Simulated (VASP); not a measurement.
A run of VASP 6.6.1:

The input POSCAR:

```
Sb
1.0
    2.1691694859      1.2523705866      3.8785546296
   -2.1691694859      1.2523705866      3.8785546296
    0.0000000000     -2.5047411732      3.8785546296
Sb
2
Direct
    0.2313297337      0.2313297337      0.2313297337
    0.7686702663      0.7686702663      0.7686702663
```

Contents of INCAR.step1:

```
SYSTEM = Sb
PREC = Accurate ; ENCUT = 520
ISMEAR = 0 ; SIGMA = 0.05
LREAL = .False. ; LASPH = .True.
NELM = 80 ; NBANDS = 12
GGA = PE ; ALGO = Normal
EDIFF = 1E-4 ; LWAVE = .True.
LCHARG = .False.
```

Contents of INCAR.step2:

```
SYSTEM = Sb
PREC = Accurate ; ENCUT = 520
EDIFF = 1E-6 ; ISMEAR = 0
SIGMA = 0.05 ; LREAL = .False.
LASPH = .True. ; NELM = 80
ALGO = Normal ; ISIF = 2
LWAVE = .False. ; LCHARG = .True.
METAGGA = R2SCAN ; LMIXTAU = .True.
LELF = .True. ; LVHAR = .True.
NBANDS = 12 ; ISTART = 1
```

Contents of KPOINTS:

```
Automatic mesh
0
Gamma
  12 12 12
  0 0 0
```

Potentials or basis: VASP PAW PBE potentials, release 64 (Sb).

The run is started by

```bash
$ cat potpaw_PBE.64/Sb/POTCAR > POTCAR
$ cp INCAR.step1 INCAR
$ mpirun -np 1 vasp_std > vasp.out
$ cp INCAR.step2 INCAR
$ mpirun -np 1 vasp_std > vasp.out
```

Hardware: 1 thread of Intel(R) Xeon(R) 6975P-C (Granite Rapids), with other jobs on the host.

Estimate the wall time of this run.

It took 3.3 min on 1 thread of Intel(R) Xeon(R) 6975P-C (Granite Rapids) (shared host), peak memory 0.29 GiB. Counts: k points 189.
